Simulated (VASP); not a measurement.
# InSb (I-4m2) in VASP: notebook

Runs on InSb. Level: PBEsol. Tasks: single point.

Everything below comes from runs of VASP 6.6.1. Logs are shortened: lines on timing, memory, paths and dates and some standing lists are left out, and cuts for length are marked.

## Step 1: The cell of the first run

The structure is tetragonal, space group I-4m2 (No. 119). Conventional cell: a = 4.718 Å, b = 4.718 Å, c = 6.575 Å, α = 90.00°, β = 90.00°, γ = 90.00°. Within 3.8 Å of In (site symmetry -4m2) lie 4 Sb at 2.88 Å. Sb (site symmetry -4m2) has 4 In at 2.88 Å within 3.8 Å.

## Step 2: Single point, PBEsol (strain +0.030 along x and y, +0.015 along z)

The input, INCAR:

```
ALGO = Normal
EDIFF = 1E-7
ENCUT = 520
GGA = PS
ISIF = 2
ISMEAR = 0
LASPH = True
LCHARG = True
LELF = True
LREAL = False
LVHAR = True
LWAVE = False
NBANDS = 16
NELM = 60
PREC = Accurate
SIGMA = 0.15
```

The input, KPOINTS:

```
k-points
0
Gamma
  12 12 12
```

The input, POSCAR:

```
InSb
1.0
    0.0000000000      3.3362730000      3.2876865000
    3.3362730000      0.0000000000      3.2876865000
    3.3362730000      3.3362730000      0.0000000000
In Sb
1 1
Direct
    0.0000000000      0.0000000000      0.0000000000
    0.7500000000      0.7500000000      0.7500000000
```

Potentials or basis: VASP PAW PBE potentials, release 64 (In_d, Sb).

Started as:

```console
cat potpaw_PBE.64/In_d/POTCAR potpaw_PBE.64/Sb/POTCAR > POTCAR
mpirun -np 1 vasp_std > vasp.out
```

OUTCAR:

```text
EDIFF = 1E-7
   ENCUT = 520
   GGA = PS
   ISIF = 2
   ISMEAR = 0
   LASPH = True
   LREAL = False
   NELM = 60
   PREC = Accurate

 ion  position               nearest neighbor table
   1  0.000  0.000  0.000-   2 2.88   2 2.88   2 2.88   2 2.88
   2  0.750  0.750  0.750-   1 2.88   1 2.88   1 2.88   1 2.88

  LATTYP: Found a body centered tetragonal cell.
 ALAT       =     4.7182025244
 C/A-ratio  =     1.3936182192

  Lattice vectors:

 A1 = (   0.0000000000,  -3.3362730000,  -3.2876865000)
 A2 = (   0.0000000000,   3.3362730000,  -3.2876865000)
 A3 = (   3.3362730000,   0.0000000000,   3.2876865000)

Analysis of symmetry for initial positions (statically):
=====================================================================
 Subroutine PRICEL returns:
 Original cell was already a primitive cell.

 Routine SETGRP: Setting up the symmetry group for a
 body centered tetragonal supercell.

 Subroutine GETGRP returns: Found  8 space group operations
 (whereof  8 operations were pure point group operations)
 out of a pool of 16 trial point group operations.

The static configuration has the point symmetry D_2d.

Analysis of symmetry for dynamics (positions and initial velocities):
=====================================================================
 Subroutine PRICEL returns:
 Original cell was already a primitive cell.

 Routine SETGRP: Setting up the symmetry group for a
 body centered tetragonal supercell.

 Subroutine GETGRP returns: Found  8 space group operations
 (whereof  8 operations were pure point group operations)
 out of a pool of 16 trial point group operations.

The dynamic configuration has the point symmetry D_2d.

 Subroutine INISYM returns: Found  8 space group operations
 (whereof  8 operations are pure point group operations),
 and found     1 'primitive' translations

----------------------------------------------------------------------------------------

                                     Primitive cell

  volume of cell :      73.1886

  direct lattice vectors                    reciprocal lattice vectors
     0.000000000  3.336273000  3.287686500    -0.149867832  0.149867832  0.152082627
     3.336273000  0.000000000  3.287686500     0.149867832 -0.149867832  0.152082627
     3.336273000  3.336273000  0.000000000     0.149867832  0.149867832 -0.152082627
[... 75 lines left out ...]
   PREC   = accura    normal or accurate (medium, high low for compatibility)
   ISTART =      0    job   : 0-new  1-cont  2-samecut
   ICHARG =      2    charge: 1-file 2-atom 10-const
   ISPIN  =      1    spin polarized calculation?
   LNONCOLLINEAR =      F non collinear calculations
   LSORBIT =      F    spin-orbit coupling
   LASPH  =      T    aspherical Exc in radial PAW
   ENCUT  =  520.0 eV  38.22 Ry    6.18 a.u.   8.71  8.71  8.77*2*pi/ulx,y,z
   NELM   =     60;   NELMIN=  2; NELMDL= -5     # of ELM steps
   EDIFF  = 0.1E-06   stopping-criterion for ELM
   LREAL  =      F    real-space projection
   EDIFFG = 0.1E-05   stopping-criterion for IOM
   NSW    =      0    number of steps for IOM
   IBRION =     -1    ionic relax: 0-MD 1-quasi-New 2-CG
   NFREE  =      0    steps in history (QN), initial steepest desc. (CG)
   ISIF   =      2    stress and relaxation
   ISYM   =      2    0-nonsym 1-usesym 2-fastsym
   POTIM  = 0.5000    time-step for ionic-motion
   TEBEG  =    0.0;   TEEND  =   0.0 temperature during run
   PSTRESS=    0.0 pullay stress
   NELECT =      18.0000    total number of electrons
   NUPDOWN=      -1.0000    fix difference up-down
   EMIN   =  10.00;   EMAX   =-10.00  energy-range for DOS
   EFERMI =   0.00;   METHOD = LEGACY
   ISMEAR =     0;   SIGMA  =   0.15  broadening in eV -4-tet -1-fermi 0-gaus
   EFERMI_NEDOS =   21; number of points for ismear=-14 and -15
   IALGO  =     38    algorithm
   IMIX   =      4    mixing-type and parameters
     AMIX     =   0.40;   BMIX     =  1.00
     AMIX_MAG =   1.60;   BMIX_MAG =  1.00
  volume/ion in A,a.u.               =      36.59       246.95
  Fermi-wavevector in a.u.,A,eV,Ry     =   1.025694  1.938281 14.313984  1.052048
  Thomas-Fermi vector in A             =   2.159548
   LORBIT       =      0    0 simple, 1 ext, 2 COOP (PROOUT), +10 PAW based schemes
   GGA     = PS    functional components
   LHFCALC =     F    Hartree Fock is set to
   AEXX    =    0.0000 exact exchange contribution
   IVDW    =     0    specifies the selected vdW correction
   LEPSILON=     F    determine dielectric tensor
   LRPA    =     F    only Hartree local field effects (RPA)
 non-spin polarized calculation
 Gauss-broadening in eV      SIGMA  =   0.15
  energy-cutoff  :      520.00
  volume of cell :       73.19
 maximum number of plane-waves:      2000
   NGX = 17   NGY = 17   NGZ = 17

 number of electron      18.0000008 magnetization

 Free energy of the ion-electron system (eV)
  ---------------------------------------------------
  ext. energy  EPLUGINS =         0.00000000
  ---------------------------------------------------
  free energy    TOTEN  =        -7.67424028 eV

  energy without entropy =       -7.67392906  energy(sigma->0) =       -7.67408467

 E-fermi :   4.3369     XC(G=0):  -8.5589

 val. band max:        4.2609701975   @ k =   0.0000   0.0000   0.0000
 cond. band min:       4.5654586385   @ k =   0.5000   0.0000   0.0000
 fundamental gap:      0.3044884410
 Fermi energy:         4.3369102405

 k-point     1 :       0.0000    0.0000    0.0000
  band No.  band energies     occupation
      1     -10.1823      2.00000
      2     -10.1823      2.00000
      3     -10.1794      2.00000
      4     -10.1150      2.00000
      5     -10.1126      2.00000
      6      -6.0873      2.00000
[... 433 lines left out ...]
      3     -10.1631      2.00000
      4     -10.1165      2.00000
      5     -10.1110      2.00000
      6      -4.7559      2.00000
[... 8 lines left out ...]
     15      12.2851      0.00000
     16      12.5741      0.00000

 [... further k-points ...]
[... 5 lines left out ...]
  --------------------------------------------------------------------------------------
  -------------------------------------------------------------------------------------
  Total       -1.0004282     -1.0004282     -0.8181537      0.0000000      0.0000000     -0.0000000
  in kB      -21.9004450    -21.9004450    -17.9102624      0.0000000      0.0000000     -0.0000000
  external PRESSURE =     -20.5703841 kB  Pullay stress =       0.0000000 kB

 VOLUME and BASIS-vectors are now :
 -----------------------------------------------------------------------------
  energy-cutoff  :      520.00
  volume of cell :       73.19
      direct lattice vectors                 reciprocal lattice vectors
     0.000000000  3.336273000  3.287686500    -0.149867832  0.149867832  0.152082627
     3.336273000  0.000000000  3.287686500     0.149867832 -0.149867832  0.152082627
     3.336273000  3.336273000  0.000000000     0.149867832  0.149867832 -0.152082627

 POSITION                                       TOTAL-FORCE (eV/Angst)
 -----------------------------------------------------------------------------------
      0.00000      0.00000      0.00000         0.000000      0.000000      0.000000
      5.00441      5.00441      4.93153        -0.000000     -0.000000     -0.000000
 -----------------------------------------------------------------------------------
    total drift:                                0.000000      0.000000      0.000000

  FREE ENERGIE OF THE ION-ELECTRON SYSTEM (eV)
  ---------------------------------------------------
  free  energy   TOTEN  =        -7.6742402808 eV

  energy  without entropy=       -7.6739290585  energy(sigma->0) =       -7.67408467
```

OSZICAR:

```text
N       E                     dE             d eps       ncg     rms          rms(c)
DAV:   1     0.111904691875E+03    0.11190E+03   -0.78735E+03  5216   0.109E+03
DAV:   2    -0.509794639215E+00   -0.11241E+03   -0.10871E+03  5872   0.277E+02
DAV:   3    -0.759150959032E+01   -0.70817E+01   -0.70562E+01  6648   0.718E+01
DAV:   4    -0.779348583218E+01   -0.20198E+00   -0.20194E+00  6624   0.141E+01
DAV:   5    -0.780385716514E+01   -0.10371E-01   -0.10371E-01  7824   0.258E+00    0.358E+00
DAV:   6    -0.769341403188E+01    0.11044E+00   -0.17044E-01  7744   0.641E+00    0.203E+00
DAV:   7    -0.767447859103E+01    0.18935E-01   -0.58029E-02  7032   0.238E+00    0.566E-01
DAV:   8    -0.767380460583E+01    0.67399E-03   -0.67693E-03  7016   0.908E-01    0.215E-01
DAV:   9    -0.767423222561E+01   -0.42762E-03   -0.78091E-04  6424   0.244E-01    0.743E-02
DAV:  10    -0.767421763008E+01    0.14596E-04   -0.39255E-05  7400   0.445E-02    0.320E-02
DAV:  11    -0.767423975224E+01   -0.22122E-04   -0.36614E-05  6192   0.475E-02    0.214E-02
DAV:  12    -0.767424023751E+01   -0.48528E-06   -0.10789E-06  6560   0.729E-03    0.699E-03
DAV:  13    -0.767424042062E+01   -0.18310E-06   -0.70543E-07  6456   0.631E-03    0.358E-03
DAV:  14    -0.767424027114E+01    0.14948E-06   -0.61090E-08  5760   0.148E-03    0.106E-03
DAV:  15    -0.767424028079E+01   -0.96511E-08   -0.13714E-08  3632   0.687E-04
   1 F= -.76742403E+01 E0= -.76740847E+01  d E =-.311222E-03
```

stdout:

```text
POSCAR found type information on POSCAR InSb
 POSCAR found :  2 types and       2 ions
 scaLAPACK will be used
 -----------------------------------------------------------------------------
|                                                                             |
|                                                                             |
|     You enforced a specific xc type in the INCAR file but a different       |
|     I HOPE YOU KNOW WHAT YOU ARE DOING!                                     |
|                                                                             |
 -----------------------------------------------------------------------------

 LDA part: xc-table for (Slater+PW92), standard interpolation
 POSCAR, INCAR and KPOINTS ok, starting setup
 FFT: planning ... GRIDC
 FFT: planning ... GRID_SOFT
 FFT: planning ... GRID
 WAVECAR not read
 entering main loop
```

It took 3.7 min on 1 thread of Intel Xeon 8259CL, shared host; peak memory 0.35 GiB.

Results:

| Quantity | Value |
| --- | --- |
| Free energy | -7.6742 eV |
| Pressure | -2.1 GPa |

Caveat: the cell differs from its parent crystal (strain +0.030 along x and y, +0.015 along z); the PAW data sets were made with another functional, which shifts forces and pressure a little; spin-orbit coupling is left out, which moves the levels of the heavy elements.

## Step 3: Single point, PBEsol (strain -0.030 along x and y, -0.015 along z)

The input, INCAR:

```
PREC     = Accurate       # precision mode
ENCUT    = 520            # plane-wave cutoff, eV
EDIFF    = 1E-7           # SCF threshold, eV
ISMEAR   = 0              # smearing method
SIGMA    = 0.15           # smearing width, eV
LREAL    = False          # projectors in reciprocal space
LASPH    = True           # aspherical terms in the spheres
NELM     = 100            # most SCF steps
ALGO     = Normal         # electronic algorithm
ISIF     = 2              # what is computed and relaxed
LWAVE    = False          # write WAVECAR
LCHARG   = True           # write CHGCAR
GGA      = PS             # functional
LELF     = True           # ELF
LVHAR    = True         
NBANDS   = 16             # bands
```

The input, KPOINTS:

```
Automatic mesh
0
Gamma
  12 12 12
```

The input, POSCAR:

```
InSb
1.0
    0.0000000000      3.1419270000      3.1905135000
    3.1419270000      0.0000000000      3.1905135000
    3.1419270000      3.1419270000      0.0000000000
In Sb
1 1
Direct
    0.0000000000      0.0000000000      0.0000000000
    0.7500000000      0.7500000000      0.7500000000
```

Potentials or basis: VASP PAW PBE potentials, release 64 (In_d, Sb).

Started as:

```console
cat potpaw_PBE.64/In_d/POTCAR potpaw_PBE.64/Sb/POTCAR > POTCAR
mpirun -np 1 vasp_std > vasp.out
```

Run time: 4.3 min. Hardware: 1 thread of Intel Xeon 8259CL, shared host; peak memory 0.33 GiB.

It converged, with:

- Free energy: -7.6070 eV
- Pressure: 5.1 GPa
- Band gap on the k mesh: 0.15 eV

Stress tensor (GPa, compression positive):
```
5.26 0.00 0.00
0.00 5.26 0.00
0.00 0.00 4.85
```

Levels at points of the mesh, in eV from the valence-band top:
```csv
k point,band 6,band 7,band 8,band 9,band 10,band 11,band 12,band 13
"(0.00, 0.00, 0.00)",-11.30,-0.08,0.00,0.00,0.15,2.87,2.87,2.91
"(0.50, 0.00, 0.00)",-9.71,-6.07,-1.22,-1.11,0.58,3.71,3.79,5.86
"(0.50, 0.50, 0.00)",-9.04,-6.38,-2.52,-2.52,1.14,1.25,8.55,8.55
"(0.50, 0.00, 0.50)",-8.98,-6.30,-2.61,-2.60,1.06,1.13,8.51,8.58
```

Caveat: the cell differs from its parent crystal (strain -0.030 along x and y, -0.015 along z); the cell stands under pressure; the PAW data sets were made with another functional, which shifts forces and pressure a little; spin-orbit coupling is left out, which moves the levels of the heavy elements. A k mesh can miss the band edges.
